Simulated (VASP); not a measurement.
# Nd2AlO: single point with PBE

Crystal: Nd2AlO.

```
Nd Al O
1.0
     0.00000    5.17589    5.17589
     5.17589    0.00000    5.17589
     5.17589    5.17589    0.00000
Nd Al O
4 2 2
Direct
  0.62500 0.62500 0.62500
  0.62500 0.62500 0.12500
  0.62500 0.12500 0.62500
  0.12500 0.62500 0.62500
  0.25000 0.25000 0.25000
  0.00000 0.00000 0.00000
  0.75000 0.75000 0.75000
  0.50000 0.50000 0.50000
```

```json
{
 "Program": "VASP 6.6.1",
 "Task": "single point",
 "Functional": "PBE",
 "Potentials or basis": "VASP PAW PBE potentials, release 64 (Nd_3, Al, O), 4f in core",
 "Cutoff": "520 eV",
 "k mesh": "6 × 6 × 6",
 "Occupations": "gaussian, width 0.1 eV",
 "Spin": "no spin polarisation",
 "Dipole correction": "no",
 "k mesh for the DOS": "9 × 9 × 9",
 "Mended": "yes",
 "Occupations for the DOS": "tetrahedron",
 "Further INCAR settings": "ALGO = Normal; EDIFF = 1e-06; NBANDS = 41"
}
```

```
Valence electrons inside the program's atomic spheres : Nd 8.82; Al 0.69; O 5.11
```

Levels at points of the mesh, in eV from the Fermi level:
| k point | band 28 | band 29 | band 30 | band 31 | band 32 | band 33 | band 34 | band 35 |
| --- | --- | --- | --- | --- | --- | --- | --- | --- |
| (0.00, 0.00, 0.00) | -1.17 | -1.17 | -0.22 | -0.22 | 0.29 | 0.29 | 0.29 | 0.63 |

Run time: 5.2 min on 1 thread of Intel(R) Xeon(R) 6975P-C (Granite Rapids) (shared host), peak memory 0.57 GiB.

Caveat: spin-orbit coupling is left out, which moves the levels of the heavy elements; the 4f electrons are frozen in the core, so they carry no moment and show no levels; the run has no spin polarisation, though such a crystal can be magnetic. Spin polarisation is off, so any magnetic state and its effect on volume and gap are missing.
